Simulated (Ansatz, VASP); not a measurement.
Two plane-wave programs on Al4Cu

INCAR

```
SYSTEM = Al4Cu
  PREC = Accurate
  ENCUT = 600
  EDIFF = 1E-6
  ISMEAR = 0
  SIGMA = 0.1
  LREAL = .False.
  LASPH = .True.
  NELM = 80
  ALGO = Normal
  ISIF = 3
  LWAVE = .False.
  LCHARG = .False.
  GGA = PE
  IBRION = 2
  NSW = 100
  EDIFFG = -0.01
```

KPOINTS

```
regular mesh
0
Gamma
  10 10 10
  0 0 0
```

File POSCAR:

```
Al4Cu
1.0
   -2.8452542201      2.8452542201      2.8452542201
    2.8452542201     -2.8452542201      2.8452542201
    2.8452542201      2.8452542201     -2.8452542201
Al Cu
4 1
Direct
    0.5000000000      0.5000000000      0.5000000000
    0.5000000000      0.0000000000      0.0000000000
    0.0000000000      0.0000000000      0.5000000000
    0.0000000000      0.5000000000      0.0000000000
    0.0000000000      0.0000000000      0.0000000000
```

Input for Ansatz:

```yaml
crystal:
  lattice:
    - [-2.8452542201, 2.8452542201, 2.8452542201]
    - [2.8452542201, -2.8452542201, 2.8452542201]
    - [2.8452542201, 2.8452542201, -2.8452542201]
  atoms:
    - { symbol: Al, position: [0.5, 0.5, 0.5] }
    - { symbol: Al, position: [0.5, 0.0, 0.0] }
    - { symbol: Al, position: [0.0, 0.0, 0.5] }
    - { symbol: Al, position: [0.0, 0.5, 0.0] }
    - { symbol: Cu, position: [0.0, 0.0, 0.0] }
basis:
  ecutwfc: 420
kpoints:
  mp_grid: { grid: [10, 10, 10] }
hamiltonian:
  xc: pbe
scf:
  occupations: { method: gaussian, width: 0.1 }
output:
  forces: true
  stress: true
  eigenvalues: true
  write_density: true
  write_potential: true
  elf: true
  volumetric_format: npy
relax:
  adjacent_minimum: "off"
  f_tol: 0.01
  max_steps: 80
  cell: { stress_tol: 0.05 }
```

Change from the starting cell: species swapped into the GeF4 type (I-43m, No. 217).

Alike in both runs: task relaxation of cell and atoms; functional PBE; k mesh 10 × 10 × 10; occupations gaussian, width 0.1 eV; no spin polarisation.

|  | VASP | Ansatz |
| --- | --- | --- |
| version | VASP 6.6.1 | Ansatz 0.2.0 |
| potentials or method | VASP PAW PBE potentials, release 64 (Al, Cu), cutoff 600 eV | scalar-relativistic, plane waves, PAW |
| valence electrons in the cell | 23 | 31 |

VASP gave:

| Quantity | Value |
| --- | --- |
| gap on the k mesh at the Fermi level, each at its own relaxed structure (eV) | none |
| relaxed volume (Å³/atom) | 18.36 |
| relaxed cell length with the largest relative difference (Å) | 4.923 |

Q: What did Ansatz give for the same quantities?

A: gap on the k mesh at the Fermi level, each at its own relaxed structure (eV): none; relaxed volume (Å³/atom): 18.34; relaxed cell length with the largest relative difference (Å): 4.921.

A gap of «none» marks a metal or a gap that the smearing closes. VASP's potentials hold 23 valence electrons a cell and Ansatz's 31, so a difference there can come from the potentials and not from the codes.

Noted on VASP's run: too few bands were computed for a metal, which touches its energy and stress.
